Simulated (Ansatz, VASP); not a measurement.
# B: VASP beside Ansatz

INCAR

```
PREC = Accurate
ENCUT = 600
EDIFF = 1E-6
ISMEAR = -1
SIGMA = 0.05
LREAL = False
LASPH = True
NELM = 80
ALGO = Normal
ISIF = 3
LWAVE = False
LCHARG = False
GGA = PE
IBRION = 2
NSW = 100
EDIFFG = -0.005
```

File KPOINTS:

```
regular mesh
0
Gamma
  16 16 16
```

File POSCAR:

```
B
1.0
    0.0000000000      2.2322827293      2.2322827293
    2.2322827293      0.0000000000      2.2322827293
    2.2322827293      2.2322827293      0.0000000000
B
2
Direct
    0.0000000000      0.0000000000      0.0000000000
    0.2500000000      0.2500000000      0.2500000000
```

Input for Ansatz:

```yaml
crystal:
  lattice:
    - [0.0, 2.2322827293, 2.2322827293]
    - [2.2322827293, 0.0, 2.2322827293]
    - [2.2322827293, 2.2322827293, 0.0]
  atoms:
    - { symbol: B, position: [0.0, 0.0, 0.0] }
    - { symbol: B, position: [0.25, 0.25, 0.25] }
kpoints:
  mp_grid: { grid: [16, 16, 16] }
scf:
  occupations: { method: fermi_dirac, width: 0.05 }
hamiltonian:
  xc: pbe
  pseudopotentials: { kind: paw }
output:
  forces: true
  stress: true
relax:
  f_tol: 0.005
  max_steps: 80
  cell: {}
```

Alike in both runs: task relaxation of cell and atoms; functional PBE; k mesh 16 × 16 × 16; occupations fermi-dirac, width 0.05 eV; no spin polarisation.

|  | VASP | Ansatz |
| --- | --- | --- |
| version | VASP 6.6.1 | Ansatz 0.2.0 |
| potentials or method | VASP PAW PBE potentials, release 64 (B) | PAW with Ansatz's default frozen-core files, scalar-relativistic |
| plane-wave cutoff (eV) | 600 | 420 |
| valence electrons in the cell | 6 | 6 |

```tsv
	VASP	Ansatz	Ansatz less VASP
relaxed volume (Å³/atom)	8.32	8.32	-0.002
relaxed cell length with the largest relative difference (Å)	2.866	2.865	-0.0003
```

Noted on VASP's run: the volume moved by over 15 % at a fixed basis, so the end points are rough.
